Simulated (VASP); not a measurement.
# SrCuGe (P-6m2) in VASP: vibrations by perturbation theory with LDA

Aim: the vibrations by perturbation theory of SrCuGe with LDA.

Program: VASP 6.6.1. These are calculated values, not measurements. Logs are shortened: lines on timing, memory, paths and dates and some standing lists are left out, and cuts for length are marked.

## (1) The cell of the first run

It takes space group P-6m2 (No. 187, hexagonal). The conventional cell has a = 4.154 Å, b = 4.154 Å, c = 4.670 Å, α = 90.00°, β = 90.00°, γ = 120.00°. Within 4.4 Å of Sr (site symmetry -6m2) lie 6 Ge at 3.35 Å and 6 Cu at 3.35 Å and 6 Sr at 4.15 Å. Cu (site symmetry -6m2) has 3 Ge at 2.40 Å within 3.2 Å. Ge (site symmetry -6m2) has 3 Cu at 2.40 Å within 3.2 Å.

## (2) Vibrations by perturbation theory, LDA

INCAR reads:

```
ALGO = Normal
EDIFF = 1E-8
ENCUT = 520
GGA = CA
IBRION = 8
ISIF = 2
ISMEAR = 1
LASPH = True
LCHARG = False
LREAL = False
LWAVE = False
NELM = 100
NSW = 1
PREC = Accurate
SIGMA = 0.05
```

KPOINTS reads:

```
k-points
0
Gamma
  8 8 6
```

POSCAR reads:

```
SrCuGe
1.0
    4.1540630400      0.0000000000      0.0000000000
   -2.0770315200      3.5975241200      0.0000000000
    0.0000000000      0.0000000000      4.6702277100
Sr Cu Ge
1 1 1
Direct
    0.6666666706      0.3333333315      0.0000000000
    0.0000000000      0.0000000000      0.4999999989
    0.3333333308      0.6666666713      0.4999999989
```

Potentials or basis: VASP PAW LDA potentials, release 64 (Sr_sv, Cu, Ge_d).

Started as:

```bash
cat potpaw_LDA.64/Sr_sv/POTCAR potpaw_LDA.64/Cu/POTCAR potpaw_LDA.64/Ge_d/POTCAR > POTCAR
mpirun -np 1 vasp_std > vasp.out
```

OUTCAR:

```text
EDIFF = 1E-8
   ENCUT = 520
   GGA = CA
   IBRION = 8
   ISIF = 2
   ISMEAR = 1
   LASPH = True
   LREAL = False
   NELM = 100
   NSW = 1
   PREC = Accurate

 ion  position               nearest neighbor table
   1  0.667  0.333  0.000-   3 3.35   3 3.35   2 3.35   3 3.35   3 3.35   2 3.35   2 3.35   2 3.35
                             2 3.35   2 3.35   3 3.35   3 3.35
   2  0.000  0.000  0.500-   3 2.40   3 2.40   3 2.40   1 3.35   1 3.35   1 3.35   1 3.35   1 3.35
                             1 3.35
   3  0.333  0.667  0.500-   2 2.40   2 2.40   2 2.40   1 3.35   1 3.35   1 3.35   1 3.35   1 3.35
                             1 3.35

  LATTYP: Found a hexagonal cell.
 ALAT       =     4.1540630400
 C/A-ratio  =     1.1242553772

  Lattice vectors:

 A1 = (   4.1540630400,   0.0000000000,   0.0000000000)
 A2 = (  -2.0770315200,   3.5975241200,   0.0000000000)
 A3 = (   0.0000000000,   0.0000000000,   4.6702277100)

Analysis of symmetry for initial positions (statically):
=====================================================================
 Subroutine PRICEL returns:
 Original cell was already a primitive cell.

 Routine SETGRP: Setting up the symmetry group for a
 hexagonal supercell.

 Subroutine GETGRP returns: Found 12 space group operations
 (whereof 12 operations were pure point group operations)
 out of a pool of 24 trial point group operations.

The static configuration has the point symmetry D_3h.

Analysis of symmetry for dynamics (positions and initial velocities):
=====================================================================
 Subroutine PRICEL returns:
 Original cell was already a primitive cell.

 Routine SETGRP: Setting up the symmetry group for a
 hexagonal supercell.

 Subroutine GETGRP returns: Found 12 space group operations
 (whereof 12 operations were pure point group operations)
 out of a pool of 24 trial point group operations.

The dynamic configuration has the point symmetry D_3h.

 Subroutine INISYM returns: Found 12 space group operations
 (whereof 12 operations are pure point group operations),
 and found     1 'primitive' translations

----------------------------------------------------------------------------------------

                                     Primitive cell

  volume of cell :      69.7935

  direct lattice vectors                    reciprocal lattice vectors
     4.154063040  0.000000000  0.000000000     0.240728172  0.138984475  0.000000000
    -2.077031520  3.597524120  0.000000000     0.000000000  0.277968949  0.000000000
     0.000000000  0.000000000  4.670227710     0.000000000  0.000000000  0.214122322

  length of vectors
     4.154063040  4.154063039  4.670227710     0.277968949  0.277968949  0.214122322

  position of ions in fractional coordinates (direct lattice)
     0.666666671  0.333333332  0.000000000
     0.000000000  0.000000000  0.499999999
     0.333333331  0.666666671  0.499999999

  ion indices of the primitive-cell ions
   primitive index   ion index
                 1           1
                 2           2
                 3           3

----------------------------------------------------------------------------------------

 KPOINTS: k-points

Automatic generation of k-mesh.
 Grid dimensions read from file:
[... 91 lines left out ...]
   LHFCALC =     F    Hartree Fock is set to
   AEXX    =    0.0000 exact exchange contribution
   IVDW    =     0    specifies the selected vdW correction
   LEPSILON=     F    determine dielectric tensor
   LRPA    =     F    only Hartree local field effects (RPA)
 non-spin polarized calculation
 Methfessel and Paxton  Order N= 1 SIGMA  =   0.05
  energy-cutoff  :      520.00
  volume of cell :       69.79
 maximum number of plane-waves:      1898
 NGX is ok and might be reduce to    32
   NGX = 15   NGY = 15   NGZ = 17

--------------------------------------- Ionic step        1  -------------------------------------------

 number of electron      35.0000003 magnetization

 Free energy of the ion-electron system (eV)
  ---------------------------------------------------
  ext. energy  EPLUGINS =         0.00000000
  ---------------------------------------------------
  free energy    TOTEN  =       -13.07409198 eV

  energy without entropy =      -13.07329830  energy(sigma->0) =      -13.07382742

 E-fermi :   3.7296     XC(G=0): -10.1995

 val. band max:        3.7258007338   @ k =   0.3750   0.0000   0.1667
 cond. band min:       3.7319100560   @ k =   0.1250  -0.0000   0.0000
 fundamental gap:      0.0061093223
 Fermi energy:         3.7295901113

 k-point     1 :       0.0000    0.0000    0.0000
  band No.  band energies     occupation
      1     -31.1620      2.00000
      2     -20.0147      2.00000
      3     -20.0147      2.00000
      4     -19.9998      2.00000
      5     -19.9931      2.00000
      6     -19.9931      2.00000
[... 565 lines left out ...]
     20       6.9297      0.00000
     21       8.8631      0.00000

 [... further k-points ...]
[... 5 lines left out ...]
  --------------------------------------------------------------------------------------
  -------------------------------------------------------------------------------------
  Total       -1.5387461     -1.5387461     -1.3795443      0.0000000      0.0000000      0.0000000
  in kB      -35.3234154    -35.3234153    -31.6687830      0.0000000      0.0000000      0.0000000
  external PRESSURE =     -34.1052046 kB  Pullay stress =       0.0000000 kB

 VOLUME and BASIS-vectors are now :
 -----------------------------------------------------------------------------
  energy-cutoff  :      520.00
  volume of cell :       69.79
      direct lattice vectors                 reciprocal lattice vectors
     4.154063040  0.000000000  0.000000000     0.240728172  0.138984475  0.000000000
    -2.077031520  3.597524120  0.000000000     0.000000000  0.277968949  0.000000000
     0.000000000  0.000000000  4.670227710     0.000000000  0.000000000  0.214122322

 POSITION                                       TOTAL-FORCE (eV/Angst)
 -----------------------------------------------------------------------------------
      2.07703      1.19917      0.00000        -0.000000      0.000000      0.000000
      0.00000      0.00000      2.33511         0.000000      0.000000      0.000000
     -0.00000      2.39835      2.33511         0.000000      0.000000      0.000000
 -----------------------------------------------------------------------------------
    total drift:                               -0.000003     -0.000004      0.000006

  FREE ENERGIE OF THE ION-ELECTRON SYSTEM (eV)
  ---------------------------------------------------
  free  energy   TOTEN  =       -13.0740919811 eV

  energy  without entropy=      -13.0732983046  energy(sigma->0) =      -13.07382742

[... ionic steps 2 to 9 ...]

--------------------------------------- Ionic step       10  -------------------------------------------

------------------------ aborting loop because EDIFF is reached ----------------------------------------

[... ionic steps 11 to 11 ...]

--------------------------------------- Ionic step       12  -------------------------------------------

 Free energy of the ion-electron system (eV)
  ---------------------------------------------------
  ---------------------------------------------------
  free energy    TOTEN  =        -0.20136944 eV

  energy without entropy =       -0.20136944

------------------------ aborting loop because EDIFF is reached ----------------------------------------

 INTERNAL STRAIN TENSOR  FOR ION    3  DIRECTION 3   (eV/Angst):
 -----------------------------------------------------------------------------
    -0.00452  0.00000  0.00000
     0.00000 -0.00452 -0.00000
    -0.00000  0.00000  0.02233

 INTERNAL STRAIN TENSOR FOR ION    3 for displacements in x,y,z  (eV/Angst):
          X           Y           Z          XY          YZ          ZX
  --------------------------------------------------------------------------------
  x     0.00000     0.00000     0.00000     3.52380     0.00000     0.00000
  y     3.52380    -3.52380     0.00000     0.00000     0.00000     0.00000
  z     0.00000     0.00000     0.00000     0.00000     0.00000     0.00000

 SECOND DERIVATIVES (NOT SYMMETRIZED)
 ------------------------------------
               1X          1Y          1Z          2X          2Y          2Z          3X          3Y          3Z
  1X    -2.245700    0.000000    0.000000    0.990710    0.000000    0.000000    1.254990    0.000000    0.000000
  1Y     0.000000   -2.245700    0.000000    0.000000    0.990710    0.000000    0.000000    1.254990    0.000000
  1Z    -0.000000   -0.000000   -5.742482    0.000000   -0.000000    2.498789    0.000000    0.000000    3.243693
  2X     0.753308   -0.000000    0.000000   -5.783561   -0.000000    0.000000    5.030253    0.000000    0.000000
  2Y     0.000000    0.753308    0.000000    0.000000   -5.783561    0.000000    0.000000    5.030253    0.000000
  2Z    -0.000000    0.000000    1.152066    0.000000    0.000000   -2.077589   -0.000000    0.000000    0.925522
  3X     0.960159    0.000000    0.000000    5.115740    0.000000    0.000000   -6.075900    0.000000    0.000000
  3Y     0.000000    0.960159    0.000000    0.000000    5.115740    0.000000    0.000000   -6.075900    0.000000
  3Z     0.000000    0.000000    1.970587    0.000000    0.000000    0.927121    0.000000    0.000000   -2.897708

 Eigenvectors and eigenvalues of the dynamical matrix
 ----------------------------------------------------

   1 f  =    6.294777 THz    39.551250 2PiTHz  209.971156 cm-1    26.033094 meV
             X         Y         Z           dx          dy          dz
      2.077032  1.199175  0.000000     0.008274    0.000000    0.000000
      0.000000  0.000000  2.335114     0.723525    0.000000   -0.000000
     -0.000000  2.398349  2.335114    -0.690249   -0.000000   -0.000000
[... 43 lines left out ...]
   9 f/i=    0.633846 THz     3.982575 2PiTHz   21.142843 cm-1     2.621377 meV
             X         Y         Z           dx          dy          dz
      2.077032  1.199175  0.000000    -0.000000    0.000000    0.515330
      0.000000  0.000000  2.335114    -0.000000    0.000000    0.607281
     -0.000000  2.398349  2.335114    -0.000000    0.000000    0.604685

--------------------------------------------------------------------------------------------------------

 ELASTIC MODULI CONTR FROM IONIC RELAXATION (kBar)
 Direction    XX          YY          ZZ          XY          YZ          ZX
 --------------------------------------------------------------------------------
 XX         -90.7187     90.7187      0.0000      0.0000      0.0000     -0.0000
 YY          90.7187    -90.7187      0.0000     -0.0000     -0.0000      0.0000
 ZZ           0.0000      0.0000      0.0000      0.0000      0.0000      0.0000
 XY           0.0000     -0.0000      0.0000    -90.7187     -0.0000      0.0000
 YZ           0.0000     -0.0000      0.0000     -0.0000     -0.0000     -0.0000
 ZX          -0.0000      0.0000      0.0000      0.0000     -0.0000     -0.0000
 --------------------------------------------------------------------------------
```

Wall time 29 min (1 thread of Intel Xeon Platinum 8259CL at 2.50GHz (Skylake/Cascade Lake), shared host); peak memory 0.65 GiB.

What came out:

```
Highest phonon frequency at Γ : 210 cm⁻¹
Most unstable mode            : 21i cm⁻¹
```

Phonon frequencies in cm⁻¹ (negative: imaginary):
```tsv
q point	frequencies
(0.000, 0.000, 0.000)	-21 -7 -7 102 102 115 157 210 210
```

Caveat: the cell stands under pressure or tension, which shifts response properties; some modes are imaginary.
